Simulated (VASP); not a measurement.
# Os in VASP: a series of runs

Os is run at these levels: PBE; tasks: single point.

Program: VASP 6.6.1. These are calculated values, not measurements. Logs are shortened: lines on timing, memory, paths and dates and some standing lists are left out, and cuts for length are marked.

### Step 1. The cell of the first run

It takes space group P-3m1 (No. 164, trigonal). The conventional cell has a = 2.734 Å, b = 2.734 Å, c = 4.320 Å, α = 90.00°, β = 90.00°, γ = 120.00°. Within 3.4 Å of Os (site symmetry 3m) lie 12 Os at 2.60 to 2.76 Å.

### Step 2. Single point, PBE (atom 1 (Os) moved by (+0.000, -0.100) A along x and z)

File INCAR:

```
SYSTEM = Os
ALGO = Fast
EDIFF = 1E-6
ENCUT = 520
GGA = PE
ISIF = 2
ISMEAR = 0
LASPH = .True.
LCHARG = .False.
LREAL = .False.
LWAVE = .False.
NBANDS = 15
NELM = 100
PREC = Accurate
SIGMA = 0.15
```

File KPOINTS:

```
k-points
0
Gamma
  18 18 12
  0 0 0
```

File POSCAR:

```
Os
1.0
    2.7340999755      0.0000000000      0.0000000000
   -1.3670499878      2.3678000353      0.0000000000
    0.0000000000      0.0000000000      4.3197000000
Os
2
Direct
    0.3333333333      0.6666666667      0.2268502442
    0.6666666667      0.3333333333      0.7500000000
```

Potentials or basis: VASP PAW PBE potentials, release 64 (Os).

On the command line:

```
$ cat potpaw_PBE.64/Os/POTCAR > POTCAR
$ mpirun -np 1 vasp_std > vasp.out
```

OUTCAR:

```text
SYSTEM = Os
   EDIFF = 1E-6
   ENCUT = 520
   GGA = PE
   ISIF = 2
   ISMEAR = 0
   LASPH = .True.
   LREAL = .False.
   NELM = 100
   PREC = Accurate

 ion  position               nearest neighbor table
   1  0.333  0.667  0.227-   2 2.60   2 2.60   2 2.60   2 2.76   2 2.76   2 2.76
   2  0.667  0.333  0.750-   1 2.60   1 2.60   1 2.60   1 2.76   1 2.76   1 2.76

  LATTYP: Found a hexagonal cell.
 ALAT       =     2.7340999755
 C/A-ratio  =     1.5799349105

  Lattice vectors:

 A1 = (   2.7340999755,   0.0000000000,   0.0000000000)
 A2 = (  -1.3670499878,   2.3678000353,   0.0000000000)
 A3 = (   0.0000000000,   0.0000000000,   4.3197000000)

Analysis of symmetry for initial positions (statically):
=====================================================================
 Subroutine PRICEL returns:
 Original cell was already a primitive cell.

 Routine SETGRP: Setting up the symmetry group for a
 hexagonal supercell.

 Subroutine GETGRP returns: Found 12 space group operations
 (whereof  6 operations were pure point group operations)
 out of a pool of 24 trial point group operations.

The static configuration has the point symmetry C_3v.
 The point group associated with its full space group is D_3d.

Analysis of symmetry for dynamics (positions and initial velocities):
=====================================================================
 Subroutine PRICEL returns:
 Original cell was already a primitive cell.

 Routine SETGRP: Setting up the symmetry group for a
 hexagonal supercell.

 Subroutine GETGRP returns: Found 12 space group operations
 (whereof  6 operations were pure point group operations)
 out of a pool of 24 trial point group operations.

The dynamic configuration has the point symmetry C_3v.
 The point group associated with its full space group is D_3d.

 Subroutine INISYM returns: Found 12 space group operations
 (whereof  6 operations are pure point group operations),
 and found     1 'primitive' translations

----------------------------------------------------------------------------------------

                                     Primitive cell

  volume of cell :      27.9649

  direct lattice vectors                    reciprocal lattice vectors
     2.734099975  0.000000000  0.000000000     0.365751073  0.211166481  0.000000000
    -1.367049988  2.367800035  0.000000000     0.000000000  0.422332961  0.000000000
     0.000000000  0.000000000  4.319700000     0.000000000  0.000000000  0.231497558

  length of vectors
     2.734099975  2.734099976  4.319700000     0.422332961  0.422332961  0.231497558

  position of ions in fractional coordinates (direct lattice)
     0.333333333  0.666666667  0.226850244
     0.666666667  0.333333333  0.750000000

  ion indices of the primitive-cell ions
   primitive index   ion index
                 1           1
                 2           2

----------------------------------------------------------------------------------------

 KPOINTS: k-points

Automatic generation of k-mesh.
 Grid dimensions read from file:
 generate k-points for:   18   18   12

 Generating k-lattice:

  Cartesian coordinates                     Fractional coordinates (reciprocal lattice)
     0.020319504  0.011731471  0.000000000     0.055555556  0.000000000  0.000000000
     0.000000000  0.023462942  0.000000000     0.000000000  0.055555556  0.000000000
     0.000000000  0.000000000  0.019291463     0.000000000  0.000000000  0.083333333

  Length of vectors
     0.023462942  0.023462942  0.019291463

  Shift w.r.t. Gamma in fractional coordinates (k-lattice)
     0.000000000  0.000000000  0.000000000

 Subroutine IBZKPT returns following result:
 ===========================================

 Found    394 irreducible k-points:

 Following reciprocal coordinates:
            Coordinates               Weight
  0.000000  0.000000  0.000000      1.000000
  0.055556  0.000000  0.000000      6.000000
  0.111111  0.000000  0.000000      6.000000
  0.166667  0.000000  0.000000      6.000000
  0.222222  0.000000  0.000000      6.000000
  0.277778  0.000000  0.000000      6.000000
[... 16 lines left out ...]
  0.333333  0.111111  0.000000     12.000000
  0.388889  0.111111  0.000000     12.000000
 [... further k-points ...]
   k-points           NKPTS =    394   k-points in BZ     NKDIM =    394   number of bands    NBANDS=     15
   number of dos      NEDOS =    301   number of ions     NIONS =      2
   total plane-waves  NPLWV =  12800
   dimension x,y,z NGX =    20 NGY =   20 NGZ =   32
   dimension x,y,z NGXF=    40 NGYF=   40 NGZF=   64
   ions per type =               2
   NGX,Y,Z   is equivalent  to a cutoff of  12.16, 12.16, 12.32 a.u.
   NGXF,Y,Z  is equivalent  to a cutoff of  24.32, 24.32, 24.63 a.u.
 SYSTEM =  Os
   PREC   = accura    normal or accurate (medium, high low for compatibility)
   ISTART =      0    job   : 0-new  1-cont  2-samecut
   ICHARG =      2    charge: 1-file 2-atom 10-const
   ISPIN  =      1    spin polarized calculation?
   LNONCOLLINEAR =      F non collinear calculations
   LSORBIT =      F    spin-orbit coupling
   LASPH  =      T    aspherical Exc in radial PAW
   ENCUT  =  520.0 eV  38.22 Ry    6.18 a.u.   5.08  5.08  8.03*2*pi/ulx,y,z
   NELM   =    100;   NELMIN=  2; NELMDL= -5     # of ELM steps
   EDIFF  = 0.1E-05   stopping-criterion for ELM
   LREAL  =      F    real-space projection
   EDIFFG = 0.1E-04   stopping-criterion for IOM
   NSW    =      0    number of steps for IOM
   IBRION =     -1    ionic relax: 0-MD 1-quasi-New 2-CG
   NFREE  =      0    steps in history (QN), initial steepest desc. (CG)
   ISIF   =      2    stress and relaxation
   ISYM   =      2    0-nonsym 1-usesym 2-fastsym
   POTIM  = 0.5000    time-step for ionic-motion
   TEBEG  =    0.0;   TEEND  =   0.0 temperature during run
   PSTRESS=    0.0 pullay stress
   NELECT =      16.0000    total number of electrons
   NUPDOWN=      -1.0000    fix difference up-down
   EMIN   =  10.00;   EMAX   =-10.00  energy-range for DOS
   EFERMI =   0.00;   METHOD = LEGACY
   ISMEAR =     0;   SIGMA  =   0.15  broadening in eV -4-tet -1-fermi 0-gaus
   EFERMI_NEDOS =   21; number of points for ismear=-14 and -15
   IALGO  =     68    algorithm
   IMIX   =      4    mixing-type and parameters
     AMIX     =   0.40;   BMIX     =  1.00
     AMIX_MAG =   1.60;   BMIX_MAG =  1.00
  volume/ion in A,a.u.               =      13.98        94.36
  Fermi-wavevector in a.u.,A,eV,Ry     =   1.359076  2.568282 25.131162  1.847088
  Thomas-Fermi vector in A             =   2.485855
   LORBIT       =      0    0 simple, 1 ext, 2 COOP (PROOUT), +10 PAW based schemes
   GGA     = PE    functional components
   LHFCALC =     F    Hartree Fock is set to
   AEXX    =    0.0000 exact exchange contribution
   IVDW    =     0    specifies the selected vdW correction
   LEPSILON=     F    determine dielectric tensor
   LRPA    =     F    only Hartree local field effects (RPA)
 non-spin polarized calculation
 RMM-DIIS sequential band-by-band and
 Gauss-broadening in eV      SIGMA  =   0.15
  energy-cutoff  :      520.00
  volume of cell :       27.96
 maximum number of plane-waves:       770
   NGX = 11   NGY = 11   NGZ = 17

 number of electron      15.9999999 magnetization

 Free energy of the ion-electron system (eV)
  ---------------------------------------------------
  ext. energy  EPLUGINS =         0.00000000
  ---------------------------------------------------
  free energy    TOTEN  =       -22.39940095 eV

  energy without entropy =      -22.38424167  energy(sigma->0) =      -22.39182131

 E-fermi :   9.5040     XC(G=0): -14.0535

 val. band max:        9.5001518475   @ k =   0.0000   0.2778   0.2500
 cond. band min:       9.5142683828   @ k =  -0.1667   0.4444   0.1667
 fundamental gap:      0.0141165353
 Fermi energy:         9.5040386407

 k-point     1 :       0.0000    0.0000    0.0000
  band No.  band energies     occupation
      1      -1.4704      2.00000
      2       1.6432      2.00000
      3       6.3654      2.00000
      4       6.3654      2.00000
      5       6.6767      2.00000
      6       7.0772      2.00000
      7       7.0772      2.00000
      8       8.0623      2.00000
      9       8.0623      2.00000
     10       9.5884      0.42628
     11      11.2155      0.00000
     12      11.2155      0.00000
     13      18.3639      0.00000
     14      23.4855      0.00000
     15      26.3903      0.00000

 k-point     2 :       0.0556    0.0000    0.0000
  band No.  band energies     occupation
      1      -1.3446      2.00000
      2       1.7551      2.00000
      3       6.0819      2.00000
      4       6.4748      2.00000
      5       6.9192      2.00000
      6       6.9983      2.00000
      7       7.1439      2.00000
      8       7.9206      2.00000
      9       8.0094      2.00000
     10       8.9761      2.00000
     11      11.2792      0.00000
     12      12.0109      0.00000
     13      18.3681      0.00000
     14      23.7480      0.00000
     15      26.5436      0.00000

 k-point     3 :       0.1111    0.0000    0.0000
  band No.  band energies     occupation
      1      -0.9777      2.00000
      2       2.0684      2.00000
      3       5.6475      2.00000
      4       6.7264      2.00000
      5       6.7950      2.00000
      6       7.2478      2.00000
      7       7.2501      2.00000
      8       7.4275      2.00000
      9       7.9746      2.00000
     10       8.3345      2.00000
     11      11.4413      0.00000
     12      13.3663      0.00000
     13      18.3575      0.00000
     14      24.4634      0.00000
     15      26.9138      0.00000
[... 343 lines left out ...]
 k-point    23 :       0.3333    0.1111    0.0000
  band No.  band energies     occupation
      1       2.4919      2.00000
      2       2.8305      2.00000
      3       3.3662      2.00000
      4       5.4725      2.00000
      5       5.9045      2.00000
      6       7.0052      2.00000
      7       7.2789      2.00000
      8      10.2624      0.00000
      9      11.0052      0.00000
     10      12.0017      0.00000
     11      12.3832      0.00000
     12      17.9657      0.00000
     13      18.5668      0.00000
     14      20.6941      0.00000
     15      21.2559      0.00000

 k-point    24 :       0.3889    0.1111    0.0000
  band No.  band energies     occupation
      1       2.5962      2.00000
      2       2.7474      2.00000
      3       3.1086      2.00000
      4       5.7635      2.00000
      5       6.0240      2.00000
      6       6.8664      2.00000
      7       7.5788      2.00000
      8      11.0761      0.00000
      9      11.4699      0.00000
     10      12.0201      0.00000
     11      13.3913      0.00000
     12      16.4201      0.00000
     13      18.8563      0.00000
     14      19.9471      0.00000
     15      21.8609      0.00000

 [... further k-points ...]

------------------------ aborting loop because EDIFF is reached ----------------------------------------

  FORCE on cell =-STRESS in cart. coord.  units (eV):
  Direction    XX          YY          ZZ          XY          YZ          ZX
  --------------------------------------------------------------------------------------
  -------------------------------------------------------------------------------------
  Total        1.7581595      1.7581595      2.4025645     -0.0000000      0.0000000      0.0000000
  in kB      100.7293072    100.7293072    137.6488643     -0.0000000      0.0000000      0.0000000
  external PRESSURE =     113.0358263 kB  Pullay stress =       0.0000000 kB

 VOLUME and BASIS-vectors are now :
 -----------------------------------------------------------------------------
  energy-cutoff  :      520.00
  volume of cell :       27.96
      direct lattice vectors                 reciprocal lattice vectors
     2.734099975  0.000000000  0.000000000     0.365751073  0.211166481  0.000000000
    -1.367049988  2.367800035  0.000000000     0.000000000  0.422332961  0.000000000
     0.000000000  0.000000000  4.319700000     0.000000000  0.000000000  0.231497558

 POSITION                                       TOTAL-FORCE (eV/Angst)
 -----------------------------------------------------------------------------------
     -0.00000      1.57853      0.97992         0.000000     -0.000000      1.826219
      1.36705      0.78927      3.23977        -0.000000      0.000000     -1.826219
 -----------------------------------------------------------------------------------
    total drift:                               -0.000000      0.000000      0.000001

  FREE ENERGIE OF THE ION-ELECTRON SYSTEM (eV)
  ---------------------------------------------------
  free  energy   TOTEN  =       -22.3994009506 eV

  energy  without entropy=      -22.3842416698  energy(sigma->0) =      -22.39182131
```

It took 53 s on 1 thread of Intel Xeon 6975P-C (Granite Rapids), shared host; peak memory 0.25 GiB.

Results:

- Free energy: -22.3994 eV
- Pressure: 11.3 GPa
- Largest force: 1.826 eV/Å
- Band gap on the k mesh: zero (bands 8 and 9 overlap by 3.71 eV)

Forces in eV/Å, atoms in the order of the input:
```
Os   0.000  0.000  1.826
Os   0.000  0.000 -1.826
```

Levels at points of the mesh, in eV from the Fermi level:
```csv
k point,band 5,band 6,band 7,band 8,band 9,band 10,band 11,band 12
"(0.00, 0.00, 0.00)",-2.83,-2.43,-2.43,-1.44,-1.44,0.08,1.71,1.71
"(0.50, 0.00, 0.00)",-2.92,-2.58,-1.88,1.99,2.50,2.80,4.39,5.70
"(0.00, 0.00, 0.50)",-3.35,-3.31,-3.31,-3.08,0.64,0.64,1.15,1.15
"(0.50, 0.00, 0.50)",-1.76,-0.73,-0.24,-0.11,2.25,2.44,2.91,3.61
```

Caveat: the cell differs from its parent crystal (atom 1 (Os) moved by (+0.000, -0.100) A along x and z); the cell stands under pressure; spin-orbit coupling is left out, which moves the levels of the heavy elements; forces of over 1 eV/Å act on the atoms, so gaps and moduli don't describe the material at rest.

### Step 3. Single point, PBE (atom 1 (Os) moved by (-0.100, +0.000) A along x and z)

File INCAR:

```
PREC     = Accurate       # precision mode
ENCUT    = 520            # plane-wave cutoff, eV
EDIFF    = 1E-7           # SCF threshold, eV
ISMEAR   = 0              # smearing method
SIGMA    = 0.15           # smearing width, eV
LREAL    = False          # projectors in reciprocal space
LASPH    = True           # aspherical terms in the spheres
NELM     = 100            # most SCF steps
ALGO     = Fast           # electronic algorithm
ISIF     = 2              # what is computed and relaxed
LWAVE    = False          # write WAVECAR
LCHARG   = False          # write CHGCAR
GGA      = PE             # functional
NBANDS   = 15             # bands
```

File KPOINTS:

```
regular mesh
0
Gamma
  18 18 12
```

POSCAR: that of step 2 with these lines changed.

```diff
@@ -8,3 +8,3 @@
 Direct
-    0.3333333333      0.6666666667      0.2268502442
+    0.2967582260      0.6666666667      0.2500000000
     0.6666666667      0.3333333333      0.7500000000
```

Potentials or basis: VASP PAW PBE potentials, release 64 (Os).

On the command line:

```
$ cat potpaw_PBE.64/Os/POTCAR > POTCAR
$ mpirun -np 1 vasp_std > vasp.out
```

Wall time 3.1 min (1 thread of Intel Xeon 6975P-C (Granite Rapids), shared host); peak memory 0.49 GiB.

The run converged. Its results:

```
Free energy            : -22.4417 eV
Pressure               : 9.4 GPa
Largest force          : 0.958 eV/Å
Band gap on the k mesh : zero (bands 8 and 9 overlap by 3.98 eV)
```

Forces on the atoms (eV/Å):
```
Os   0.957 -0.035  0.000
Os  -0.957  0.035  0.000
```

Stress tensor (GPa, compression positive):
```
 8.73  1.60  0.00
 1.60  8.94  0.00
 0.00  0.00 10.50
```

Levels at points of the mesh, in eV from the Fermi level:
```csv
k point,band 6,band 7,band 8,band 9,band 10,band 11
"(0.00, 0.00, 0.00)",-2.31,-2.06,-1.93,-1.20,0.00,1.20
"(0.50, 0.00, 0.00)",-3.04,-1.99,1.92,2.58,2.67,4.62
"(0.00, 0.50, 0.00)",-2.61,-1.98,2.02,2.56,2.56,4.39
"(0.50, 0.50, 0.00)",-2.16,-1.86,2.12,2.45,2.76,4.16
"(0.00, 0.00, 0.50)",-3.33,-3.19,-3.19,0.70,0.70,0.99
"(0.50, 0.00, 0.50)",-1.19,0.08,0.08,2.32,2.32,3.10
"(0.00, 0.50, 0.50)",-1.21,-0.14,-0.14,2.34,2.34,3.30
"(0.50, 0.50, 0.50)",-1.28,-0.45,-0.45,2.36,2.36,3.50
```

Caveat: the cell differs from its parent crystal (atom 1 (Os) moved by (-0.100, +0.000) A along x and z); the cell stands under pressure; spin-orbit coupling is left out, which moves the levels of the heavy elements.
